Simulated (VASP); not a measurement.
Here is a VASP 6.6.1 calculation.

The input INCAR:

```
SYSTEM = Yb
PREC     = Accurate       ! precision mode
ENCUT    = 520            ! plane-wave cutoff, eV
EDIFF    = 1E-8           ! SCF threshold, eV
ISMEAR   = -1             ! smearing method
SIGMA    = 0.05           ! smearing width, eV
LREAL    = .FALSE.        ! projectors in reciprocal space
LASPH    = .TRUE.         ! aspherical terms in the spheres
NELM     = 80             ! most SCF steps
ALGO     = Normal         ! electronic algorithm
ISIF     = 2              ! what is computed and relaxed
LWAVE    = .FALSE.        ! write WAVECAR
LCHARG   = .FALSE.        ! write CHGCAR
GGA      = PE             ! functional
LEFG     = .TRUE.       
NBANDS   = 18             ! bands
```

Contents of KPOINTS:

```
regular mesh
0
G
  12 12 12
  0 0 0
```

Contents of POSCAR:

```
Yb
1.0
    0.0000000000      2.7431000000      2.7431000000
    2.7431000000      0.0000000000      2.7431000000
    2.7431000000      2.7431000000      0.0000000000
Yb
1
Direct
    0.0000000000      0.0000000000      0.0000000000
```

Potentials or basis: VASP PAW PBE potentials, release 64 (Yb).

Run with:

```bash
$ cat potpaw_PBE.64/Yb/POTCAR > POTCAR
$ mpirun -np 1 vasp_std > vasp.out
```

Task: Predict the band gap on the k mesh.

Result: Zero (bands 12 and 13 overlap by 0.07 eV).

Task: Estimate the pressure.

Result: -2.4 GPa.

Caveat: spin-orbit coupling is left out, which moves the levels of the heavy elements. Spin polarisation is off, so any magnetic state and its effect on volume and gap are missing.
